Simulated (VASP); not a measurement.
Crystal: Ba2Be.

```
Ba Be
1.0
    -2.36982    2.36982    3.88674
     2.36982   -2.36982    3.88674
     2.36982    2.36982   -3.88674
Ba Be
2 1
Cartesian
  0.0000 0.0000 4.6097
  0.0000 0.0000 3.1638
  0.0000 0.0000 0.0000
```

```yaml
Program: VASP 6.6.1
Task: relaxation of cell and atoms
Functional: r2SCAN
Potentials_or_basis: VASP PAW PBE potentials, release 64 (Ba_sv, Be)
Cutoff: 600 eV
k_mesh: 6 × 6 × 6
Occupations: gaussian, width 0.1 eV
Spin: no spin polarisation
```

At the start: pressure 223.0 GPa; volume 29.10 Å³/atom.

Problem. How do energy, volume and symmetry change on relaxing?

Solution. Over 23 steps the energy falls by 30010.8 meV/atom and the volume is 49.76 Å³/atom (+71.0 %); space group I4/mmm (No. 139, to 0.05 Å).

The path:
```tsv
step	energy change (eV)	largest force (eV/Å)	pressure (GPa)	volume (Å³)
1	0.0000	263.5037	222.99	87.31
2	28.7828	3.5267	-16.51	498.55
3	5.8657	0.0681	-31.09	440.02
4	-21.4438	0.3314	-29.13	398.77
5	-8.4411	149.8558	60.53	255.64
6	-35.8673	0.0276	-27.54	374.60
7	-65.4254	0.2326	-21.33	317.18
8	-76.9787	0.4664	-15.68	286.93
9	-80.2407	1.2891	-11.33	271.41
10	-80.5024	3.7812	-8.33	263.56
11	-80.1134	4.1895	-6.44	259.61
12	-78.5688	16.2764	16.91	161.61
13	-81.6712	5.8725	-0.12	222.32
14	-81.8124	6.7729	2.66	207.15
15	-86.0383	5.0311	2.62	188.33
16	-89.7819	1.0074	0.94	153.24
17	-89.8725	0.0490	1.46	146.05
18	-89.8836	0.2538	1.31	147.51
19	-89.9951	0.2099	-0.80	159.39
20	-90.0133	0.2134	-0.22	156.13
21	-90.0133	0.2134	-0.25	156.30
22	-90.0232	0.1409	-0.19	153.98
23	-90.0323	0.0107	-0.05	149.27
```

Final structure:
```
Ba Be
1.0
    -2.01640    2.01640    9.17840
     2.01640   -2.01640    9.17840
     2.01640    2.01640   -9.17840
Ba Be
2 1
Direct
  0.16140 0.16140 0.00000
  0.83860 0.83860 0.00000
  0.00000 0.00000 0.00000
```

Caveat: the volume moved by over 15 % at a fixed basis, so the end points are rough; the PAW data sets were made with another functional, which shifts forces and pressure a little.
